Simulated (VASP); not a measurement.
Wanted: the native input for a VASP 6.6.1 run.

```yaml
Task: single point
Functional: PBEsol
Potentials_or_basis: VASP PAW PBE potentials, release 64 (Hf_pv, O)
Cutoff: 520 eV
k_mesh: 11 × 11 × 11
Occupations: fermi-dirac, width 0.1 eV
Spin: no spin polarisation
Dipole_correction: no
Further_INCAR_settings: ALGO = Normal; EDIFF = 1e-06; NBANDS = 18
```

The structure of HfO2 (fluorite type) lies in POSCAR:

```
HfO2
1.0
    0.0000000000      2.2602116589      2.2602116589
    2.2602116589      0.0000000000      2.2602116589
    2.2602116589      2.2602116589      0.0000000000
Hf O
1 2
Direct
    0.0000000000      0.0000000000      0.0000000000
    0.2500000000      0.2500000000      0.2500000000
    0.7500000000      0.7500000000      0.7500000000
```

These files were run (other wordings do the same):

INCAR

```
SYSTEM = HfO2
PREC = Accurate
ENCUT = 520
EDIFF = 1E-6
ISMEAR = -1
SIGMA = 0.1
LREAL = .False.
LASPH = .True.
NELM = 80
ALGO = Normal
ISIF = 2
LWAVE = .False.
LCHARG = .False.
GGA = PS
NBANDS = 18
```

KPOINTS

```
Automatic mesh
0
Gamma
  11 11 11
  0 0 0
```

Potentials or basis: VASP PAW PBE potentials, release 64 (Hf_pv, O).

Command:

```console
$ cat potpaw_PBE.64/Hf_pv/POTCAR potpaw_PBE.64/O/POTCAR > POTCAR
$ mpirun -np 1 vasp_std > vasp.out
```

It gave:

```
Pressure               : 166.9 GPa
Band gap on the k mesh : 4.40 eV (least direct gap 4.80 eV)
```

Caveat: the cell stands under pressure; the PAW data sets were made with another functional, which shifts forces and pressure a little; spin-orbit coupling is left out, which moves the levels of the heavy elements; an odd mesh through Γ misses points on the zone boundary, where band edges can lie.

Run time: 13 s on 1 thread of Intel(R) Xeon(R) Platinum 8488C (Sapphire Rapids), with other jobs on the host, peak memory 0.15 GiB.
